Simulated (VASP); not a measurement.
Write the native input for VASP 6.6.1 that does the following.

```yaml
Task: single point
Functional: revPBE
Potentials_or_basis: VASP PAW PBE potentials, release 64 (Cd)
Cutoff: 520 eV
k_mesh: 14 × 14 × 14
Occupations: fermi-dirac, width 0.1 eV
Spin: no spin polarisation
Dipole_correction: no
Further_INCAR_settings: ALGO = Normal; EDIFF = 1e-06; NBANDS = 12
```

The structure of Cd lies in POSCAR:

```
Cd
1.0
   -1.8047709154      1.8047709154      1.8047709154
    1.8047709154     -1.8047709154      1.8047709154
    1.8047709154      1.8047709154     -1.8047709154
Cd
1
Direct
    0.0000000000      0.0000000000      0.0000000000
```

This cell differs from its parent crystal: volume scaled by 0.96.

These files were run (other wordings do the same):

INCAR

```
  PREC = Accurate
  ENCUT = 520
  EDIFF = 1E-6
  ISMEAR = -1
  SIGMA = 0.1
  LREAL = F
  LASPH = T
  NELM = 60
  ALGO = Normal
  ISIF = 2
  LWAVE = F
  LCHARG = F
  GGA = RE
  NBANDS = 12
```

KPOINTS

```
regular mesh
0
Gamma
  14 14 14
```

Potentials or basis: VASP PAW PBE potentials, release 64 (Cd).

Command:

```bash
$ cat potpaw_PBE.64/Cd/POTCAR > POTCAR
$ mpirun -np 1 vasp_std > vasp.out
```

It gave:

| Quantity | Value |
| --- | --- |
| Pressure | 1.7 GPa |
| Band gap on the k mesh | zero (band 6 reaches 5.89 eV, above the bottom of band 7 at 1.48 eV) |

Caveat: the PAW data sets were made with another functional, which shifts forces and pressure a little.

Wall time 12 s on 1 thread of AMD EPYC 9R14 (Zen 4), with other jobs on the host, peak memory 0.13 GiB.
